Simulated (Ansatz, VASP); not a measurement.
## Two plane-wave programs on Pd

The input INCAR:

```
PREC = Accurate
ENCUT = 520
EDIFF = 1E-7
ISMEAR = -1
SIGMA = 0.05
LREAL = False
LASPH = True
NELM = 80
ALGO = Normal
ISIF = 2
LWAVE = False
LCHARG = True
GGA = PS
LELF = True
LVHAR = True
NBANDS = 17
```

Contents of KPOINTS:

```
regular mesh
0
Gamma
  6 6 4
```

Contents of POSCAR:

```
Pd
1.0
    2.7836650458      0.0000000000      0.0000000000
   -1.3918325229      2.4107246453      0.0000000000
    0.0000000000      0.0000000000      4.6288930000
Pd
2
Direct
    0.3333333333      0.6666666667      0.2500000000
    0.6666666667      0.3333333333      0.7500000000
```

File input.yaml:

```yaml
crystal:
  lattice:
    - [2.7836650458, 0.0, 0.0]
    - [-1.3918325229, 2.4107246453, 0.0]
    - [0.0, 0.0, 4.628893]
  atoms:
    - { symbol: Pd, position: [0.3333333333, 0.6666666667, 0.25] }
    - { symbol: Pd, position: [0.6666666667, 0.3333333333, 0.75] }
hamiltonian:
  xc: pbesol
  pseudopotentials: { kind: paw }
kpoints:
  mp_grid: { grid: [6, 6, 4] }
  band_path:
    path:
      - [[0.0, 0.0, 0.0], [0.5, 0.0, 0.0], [0.3333333333, 0.3333333333, 0.0], [0.0, 0.0, 0.0], [0.0, 0.0, 0.5], [0.5, 0.0, 0.5], [0.3333333333, 0.3333333333, 0.5], [0.0, 0.0, 0.5]]
      - [[0.5, 0.0, 0.5], [0.5, 0.0, 0.0]]
      - [[0.3333333333, 0.3333333333, 0.0], [0.3333333333, 0.3333333333, 0.5]]
    npoints: 14
scf:
  occupations: { method: fermi_dirac, width: 0.05 }
  n_extra_bands: 6
output:
  forces: true
  stress: true
  eigenvalues: true
  fatbands: false
```

Alike in both runs: functional PBEsol; k mesh 6 × 6 × 4; occupations fermi-dirac, width 0.05 eV; no spin polarisation.

```csv
,VASP,Ansatz
version,VASP 6.6.1,Ansatz 0.2.0
potentials or method,"VASP PAW PBE potentials, release 64 (Pd)",Ansatz PAW
plane-wave cutoff (eV),520,420
valence electrons in the cell,20,36
task,single point,band structure
```

|  | VASP | Ansatz | Ansatz less VASP |
| --- | --- | --- | --- |
| gap on the k mesh at the Fermi level (eV) | none | none | - |
| pressure (GPa) | -11.2 | -10.9 | +0.26 |
| traceless stress, the component that is largest in VASP (GPa) | 1.54 | 1.60 | +0.069 |

VASP's potentials were made for PBE, not for PBEsol. A gap of «none» marks a metal or a gap that the smearing closes. VASP's potentials hold 20 valence electrons a cell and Ansatz's 36, so a difference there can come from the potentials and not from the codes.

The k mesh is coarse, so the values compare programs but aren't converged.
